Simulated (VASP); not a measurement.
# SrTiO3 (P4/mmm) in VASP: further runs, part 3 of 3

VASP 6.6.1.

### Step 6. Single point, PBE (strain +0.015 along x and y, +0.030 along z)

INCAR reads:

```
  ALGO = Normal
  EDIFF = 1E-6
  ENCUT = 520
  GGA = PE
  ISIF = 2
  ISMEAR = 0
  LASPH = T
  LCHARG = F
  LREAL = F
  LWAVE = F
  NBANDS = 28
  NELM = 100
  PREC = Accurate
  SIGMA = 0.05
```

KPOINTS reads:

```
k-points
0
Gamma
  8 8 8
```

POSCAR reads:

```
SrTiO3
1.0
    3.9954496217      0.0000000000      0.0000000000
    0.0000000000      3.9954496217      0.0000000000
    0.0000000000      0.0000000000      4.0544956752
Sr Ti O
1 1 3
Direct
    0.0000000000      0.0000000000      0.0000000000
    0.5000000000      0.5000000000      0.5000000000
    0.0000000000      0.5000000000      0.5000000000
    0.5000000000      0.0000000000      0.5000000000
    0.5000000000      0.5000000000      0.0000000000
```

Potentials or basis: VASP PAW PBE potentials, release 64 (Sr_sv, Ti_sv, O).

Command:

```bash
$ cat potpaw_PBE.64/Sr_sv/POTCAR potpaw_PBE.64/Ti_sv/POTCAR potpaw_PBE.64/O/POTCAR > POTCAR
$ mpirun -np 1 vasp_std > vasp.out
```

OUTCAR:

```text
EDIFF = 1E-6
   ENCUT = 520
   GGA = PE
   ISIF = 2
   ISMEAR = 0
   LASPH = T
   LREAL = F
   NELM = 100
   PREC = Accurate

 ion  position               nearest neighbor table
   1  0.000  0.000  0.000-   5 2.83   5 2.83   5 2.83   5 2.83   4 2.85   3 2.85   4 2.85   3 2.85
                             4 2.85   3 2.85   4 2.85   3 2.85   2 3.48   2 3.48   2 3.48   2 3.48
   2  0.500  0.500  0.500-   3 2.00   4 2.00   4 2.00   3 2.00   5 2.03   5 2.03   1 3.48   1 3.48
                             1 3.48   1 3.48   1 3.48   1 3.48   1 3.48   1 3.48
   3  0.000  0.500  0.500-   2 2.00   2 2.00   1 2.85   1 2.85   1 2.85   1 2.85
   4  0.500  0.000  0.500-   2 2.00   2 2.00   1 2.85   1 2.85   1 2.85   1 2.85
   5  0.500  0.500  0.000-   2 2.03   2 2.03   1 2.83   1 2.83   1 2.83   1 2.83

  LATTYP: Found a simple tetragonal cell.
 ALAT       =     3.9954496217
 C/A-ratio  =     1.0147783251

  Lattice vectors:

 A1 = (   3.9954496217,   0.0000000000,   0.0000000000)
 A2 = (   0.0000000000,   3.9954496217,   0.0000000000)
 A3 = (   0.0000000000,   0.0000000000,   4.0544956752)

Analysis of symmetry for initial positions (statically):
=====================================================================
 Subroutine PRICEL returns:
 Original cell was already a primitive cell.

 Routine SETGRP: Setting up the symmetry group for a
 simple tetragonal supercell.

 Subroutine GETGRP returns: Found 16 space group operations
 (whereof 16 operations were pure point group operations)
 out of a pool of 16 trial point group operations.

The static configuration has the point symmetry D_4h.

Analysis of symmetry for dynamics (positions and initial velocities):
=====================================================================
 Subroutine PRICEL returns:
 Original cell was already a primitive cell.

 Routine SETGRP: Setting up the symmetry group for a
 simple tetragonal supercell.

 Subroutine GETGRP returns: Found 16 space group operations
 (whereof 16 operations were pure point group operations)
[... 124 lines left out ...]
   EFERMI_NEDOS =   21; number of points for ismear=-14 and -15
   IALGO  =     38    algorithm
   IMIX   =      4    mixing-type and parameters
     AMIX     =   0.40;   BMIX     =  1.00
     AMIX_MAG =   1.60;   BMIX_MAG =  1.00
  volume/ion in A,a.u.               =      12.94        87.36
  Fermi-wavevector in a.u.,A,eV,Ry     =   1.394458  2.635144 26.456707  1.944513
  Thomas-Fermi vector in A             =   2.518005
   LORBIT       =      0    0 simple, 1 ext, 2 COOP (PROOUT), +10 PAW based schemes
   GGA     = PE    functional components
   LHFCALC =     F    Hartree Fock is set to
   AEXX    =    0.0000 exact exchange contribution
   IVDW    =     0    specifies the selected vdW correction
   LEPSILON=     F    determine dielectric tensor
   LRPA    =     F    only Hartree local field effects (RPA)
 non-spin polarized calculation
 Gauss-broadening in eV      SIGMA  =   0.05
  energy-cutoff  :      520.00
  volume of cell :       64.72
 maximum number of plane-waves:      1771
 NGX is ok and might be reduce to    30
   NGX = 15   NGY = 15   NGZ = 15

 number of electron      39.9999979 magnetization

 Free energy of the ion-electron system (eV)
  ---------------------------------------------------
  ext. energy  EPLUGINS =         0.00000000
  ---------------------------------------------------
  free energy    TOTEN  =       -40.00720650 eV

  energy without entropy =      -40.00720650  energy(sigma->0) =      -40.00720650

 E-fermi :   3.8106     XC(G=0): -10.8369

 val. band max:        3.5265821483   @ k =   0.5000   0.5000   0.5000
 cond. band min:       5.1972974995   @ k =   0.0000   0.0000   0.0000
 fundamental gap:      1.6707153511
 Fermi energy:         3.8106059599

 k-point     1 :       0.0000    0.0000    0.0000
  band No.  band energies     occupation
      1     -53.2918      2.00000
      2     -29.5506      2.00000
      3     -29.4910      2.00000
      4     -29.4910      2.00000
      5     -29.4879      2.00000
      6     -13.6246      2.00000
[... 733 lines left out ...]
     27      10.8588      0.00000
     28      11.6422      0.00000

 [... further k-points ...]
[... 5 lines left out ...]
  --------------------------------------------------------------------------------------
  -------------------------------------------------------------------------------------
  Total       -3.0356042     -3.0356042     -3.9825512      0.0000000      0.0000000      0.0000000
  in kB      -75.1428337    -75.1428337    -98.5834002      0.0000000      0.0000000      0.0000000
  external PRESSURE =     -82.9563559 kB  Pullay stress =       0.0000000 kB

 VOLUME and BASIS-vectors are now :
 -----------------------------------------------------------------------------
  energy-cutoff  :      520.00
  volume of cell :       64.72
      direct lattice vectors                 reciprocal lattice vectors
     3.995449622  0.000000000  0.000000000     0.250284723  0.000000000  0.000000000
     0.000000000  3.995449622  0.000000000     0.000000000  0.250284723  0.000000000
     0.000000000  0.000000000  4.054495675     0.000000000  0.000000000  0.246639799

 POSITION                                       TOTAL-FORCE (eV/Angst)
 -----------------------------------------------------------------------------------
      0.00000      0.00000      0.00000         0.000000      0.000000      0.000000
      1.99772      1.99772      2.02725         0.000000      0.000000      0.000000
      0.00000      1.99772      2.02725         0.000000      0.000000      0.000000
      1.99772      0.00000      2.02725         0.000000      0.000000      0.000000
      1.99772      1.99772      0.00000         0.000000      0.000000      0.000000
 -----------------------------------------------------------------------------------
    total drift:                                0.000000      0.000000     -0.000000

  FREE ENERGIE OF THE ION-ELECTRON SYSTEM (eV)
  ---------------------------------------------------
  free  energy   TOTEN  =       -40.0072065004 eV

  energy  without entropy=      -40.0072065004  energy(sigma->0) =      -40.00720650
```

OSZICAR:

```text
N       E                     dE             d eps       ncg     rms          rms(c)
DAV:   1     0.425362290364E+03    0.42536E+03   -0.21351E+04  4200   0.157E+03
DAV:   2    -0.404142223726E+01   -0.42940E+03   -0.41052E+03  4752   0.431E+02
DAV:   3    -0.484688819842E+02   -0.44427E+02   -0.44062E+02  5848   0.134E+02
DAV:   4    -0.506191816672E+02   -0.21503E+01   -0.21455E+01  6360   0.255E+01
DAV:   5    -0.506875644322E+02   -0.68383E-01   -0.68371E-01  5920   0.351E+00    0.241E+01
DAV:   6    -0.402385604895E+02    0.10449E+02   -0.56481E+01  6032   0.618E+01    0.131E+01
DAV:   7    -0.401810233734E+02    0.57537E-01   -0.10059E+01  5604   0.236E+01    0.971E+00
DAV:   8    -0.399974192821E+02    0.18360E+00   -0.10292E+00  5140   0.982E+00    0.437E+00
DAV:   9    -0.400415039260E+02   -0.44085E-01   -0.26572E-01  5640   0.351E+00    0.178E+00
DAV:  10    -0.400067626885E+02    0.34741E-01   -0.98835E-02  4788   0.333E+00    0.309E-01
DAV:  11    -0.400074903075E+02   -0.72762E-03   -0.12758E-02  6344   0.978E-01    0.213E-01
DAV:  12    -0.400074267476E+02    0.63560E-04   -0.11887E-03  4992   0.241E-01    0.160E-01
DAV:  13    -0.400072064341E+02    0.22031E-03   -0.56143E-04  5228   0.317E-01    0.643E-02
DAV:  14    -0.400072079331E+02   -0.14990E-05   -0.19882E-04  6028   0.124E-01    0.293E-02
DAV:  15    -0.400072098369E+02   -0.19038E-05   -0.40045E-05  5836   0.487E-02    0.184E-02
DAV:  16    -0.400072064334E+02    0.34035E-05   -0.13418E-05  4892   0.490E-02    0.231E-03
DAV:  17    -0.400072065004E+02   -0.66931E-07   -0.61896E-07  3328   0.841E-03
   1 F= -.40007207E+02 E0= -.40007207E+02  d E =-.621361E-18
```

stdout:

```text
POSCAR found type information on POSCAR SrTiO
 POSCAR found :  3 types and       5 ions
 scaLAPACK will be used
 LDA part: xc-table for (Slater+PW92), standard interpolation
 POSCAR, INCAR and KPOINTS ok, starting setup
 FFT: planning ... GRIDC
 FFT: planning ... GRID_SOFT
 FFT: planning ... GRID
 WAVECAR not read
 entering main loop
```

Run time: 3.4 min. Hardware: 1 thread of Intel Xeon 8259CL, shared host; peak memory 0.27 GiB.

What came out:

```
Free energy            : -40.0072 eV
Pressure               : -8.3 GPa
Band gap on the k mesh : 1.67 eV (least direct gap 2.08 eV)
```

Caveat: the cell differs from its parent crystal (strain +0.015 along x and y, +0.030 along z); the cell stands under tension. A k mesh can miss the band edges.

### Step 7. Single point, PBE (strain +0.030 along x and y, +0.015 along z)

INCAR reads:

```
SYSTEM = SrTiO3
PREC     = Accurate       ! precision mode
ENCUT    = 520            ! plane-wave cutoff, eV
EDIFF    = 1E-6           ! SCF threshold, eV
ISMEAR   = 0              ! smearing method
SIGMA    = 0.05           ! smearing width, eV
LREAL    = .False.        ! projectors in reciprocal space
LASPH    = .True.         ! aspherical terms in the spheres
NELM     = 80             ! most SCF steps
ALGO     = Normal         ! electronic algorithm
ISIF     = 2              ! what is computed and relaxed
LWAVE    = .False.        ! write WAVECAR
LCHARG   = .False.        ! write CHGCAR
GGA      = PE             ! functional
NBANDS   = 28             ! bands
```

KPOINTS reads:

```
regular mesh
0
Gamma
  8 8 8
  0 0 0
```

Changes to POSCAR since step 6:

```diff
@@ -2,5 +2,5 @@
 1.0
-    3.9954496217      0.0000000000      0.0000000000
-    0.0000000000      3.9954496217      0.0000000000
-    0.0000000000      0.0000000000      4.0544956752
+    4.0544956752      0.0000000000      0.0000000000
+    0.0000000000      4.0544956752      0.0000000000
+    0.0000000000      0.0000000000      3.9954496217
 Sr Ti O
```

Command:

```bash
$ cat potpaw_PBE.64/Sr_sv/POTCAR potpaw_PBE.64/Ti_sv/POTCAR potpaw_PBE.64/O/POTCAR > POTCAR
$ mpirun -np 1 vasp_std > vasp.out
```

Run time: 3.3 min. Hardware: 1 thread of Intel Xeon 8259CL, shared host; peak memory 0.27 GiB.

Results (log left out):

| Property | Result |
| --- | --- |
| Free energy | -39.9529 eV |
| Pressure | -10.2 GPa |
| Band gap on the k mesh | 1.65 eV (least direct gap 2.05 eV) |

Stress tensor (GPa, compression positive):
```
-10.94   0.00   0.00
  0.00 -10.94   0.00
  0.00   0.00  -8.64
```

Levels at points of the mesh, in eV from the valence-band top:
| k point | band 17 | band 18 | band 19 | band 20 | band 21 | band 22 | band 23 | band 24 |
| --- | --- | --- | --- | --- | --- | --- | --- | --- |
| (0.00, 0.00, 0.00) | -0.99 | -0.41 | -0.41 | -0.40 | 1.65 | 1.67 | 1.67 | 3.58 |
| (0.50, 0.00, 0.00) | -2.06 | -1.71 | -0.73 | -0.72 | 1.79 | 3.24 | 3.25 | 3.66 |
| (0.50, 0.50, 0.00) | -1.78 | -1.52 | -1.52 | -0.11 | 3.25 | 3.25 | 3.65 | 4.56 |
| (0.00, 0.00, 0.50) | -2.22 | -1.71 | -0.74 | -0.74 | 1.78 | 3.37 | 3.37 | 3.59 |
| (0.50, 0.00, 0.50) | -1.77 | -1.45 | -1.44 | -0.08 | 3.25 | 3.37 | 3.73 | 4.42 |
| (0.50, 0.50, 0.50) | -3.39 | -0.03 | 0.00 | 0.00 | 3.81 | 3.89 | 3.89 | 6.52 |

Caveat: the cell differs from its parent crystal (strain +0.030 along x and y, +0.015 along z); the cell stands under tension. A k mesh can miss the band edges.

### Step 8. Summary

| cell | gap on the mesh (eV) | pressure (GPa) |
| --- | --- | --- |
| a = 4.054, b = 4.054, c = 3.818 Å, 5 atoms | 1.68 | -3.0 |
| a = 3.995, b = 3.995, c = 3.936 Å, 5 atoms | 1.73 | -4.1 |
| a = 4.054, b = 4.054, c = 3.877 Å, 5 atoms | 1.67 | -5.8 |
| a = 4.054, b = 4.054, c = 3.936 Å, 5 atoms | 1.65 | -8.1 |
| a = 3.995, b = 3.995, c = 4.054 Å, 5 atoms | 1.67 | -8.3 |
| a = 4.054, b = 4.054, c = 3.995 Å, 5 atoms | 1.65 | -10.2 |

Alike in all rows: task single point; level PBE; potentials or basis VASP PAW PBE potentials, release 64 (Sr_sv, Ti_sv, O); no spin polarisation; k mesh 8 × 8 × 8; cutoff (eV) 520; smearing gaussian 0.05 eV.

Caveats: the cell stands under tension.

Absolute energies hang on the potentials; compare differences alone.
